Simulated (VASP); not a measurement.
Input of a VASP 6.6.1 run:

Contents of INCAR:

```
SYSTEM = Al8H
PREC = Accurate
ENCUT = 520
EDIFF = 1E-6
ISMEAR = 0
SIGMA = 0.1
LREAL = Auto
LASPH = .True.
NELM = 60
ALGO = Normal
ISIF = 2
LWAVE = .False.
LCHARG = .False.
LDIPOL = .True.
IDIPOL = 3
DIPOL = 0.5 0.5 0.292
GGA = PE
NBANDS = 40
```

Contents of KPOINTS:

```
regular mesh
0
Gamma
  5 4 1
  0 0 0
```

Contents of POSCAR:

```
Al8H
1.0
    5.7143028096      0.0000000000      0.0000000000
    0.0000000000      8.0812445328      0.0000000000
    0.0000000000      0.0000000000     22.2437981863
Al H
16 2
Direct
    0.2500000000      0.2500000000      0.1798254042
    0.2500000000      0.7500000000      0.1798254042
    0.7500000000      0.2500000000      0.1798254042
    0.7500000000      0.7500000000      0.1798254042
    0.0000000000      0.0000000000      0.2440489550
    0.0000000000      0.5000000000      0.2440489550
    0.5000000000      0.0000000000      0.2440489550
    0.5000000000      0.5000000000      0.2440489550
    0.2500000000      0.2500000000      0.3102692916
    0.2500000000      0.7500000000      0.3102692916
    0.7500000000      0.2500000000      0.3102692916
    0.7500000000      0.7500000000      0.3102692916
    0.0000000000      0.0000000000      0.3706110853
    0.0000000000      0.5000000000      0.3706110853
    0.5000000000      0.0000000000      0.3706110853
    0.5000000000      0.5000000000      0.3706110853
    0.7500000000     -0.0402165779      0.4196135079
    0.7500000000      0.0402165779      0.4196135079
```

Potentials or basis: VASP PAW PBE potentials, release 64 (Al, H).

Run with:

```console
$ cat potpaw_PBE.64/Al/POTCAR potpaw_PBE.64/H/POTCAR > POTCAR
$ mpirun -np 1 vasp_std > vasp.out
```

Question: Predict the largest force.

Answer: 6.960 eV/Å.

Question: Predict the band gap on the k mesh.

Answer: Zero (bands 25 and 26 overlap by 0.69 eV).

Forces in eV/Å, atoms in the order of the input:
```
Al   0.000  0.021  0.227
Al   0.000 -0.021  0.227
Al   0.000 -0.044  0.262
Al   0.000  0.044  0.262
Al   0.269  0.000 -0.311
Al   0.120  0.000 -0.204
Al  -0.269  0.000 -0.311
Al  -0.120  0.000 -0.204
Al   0.000  0.018 -0.120
Al   0.000 -0.018 -0.120
Al   0.000 -0.177  0.206
Al   0.000  0.177  0.206
Al   2.043  0.000 -1.427
Al   0.009  0.000  0.015
Al  -2.043  0.000 -1.427
Al  -0.009  0.000  0.015
H    0.000 -6.827  1.352
H    0.000  6.827  1.352
```
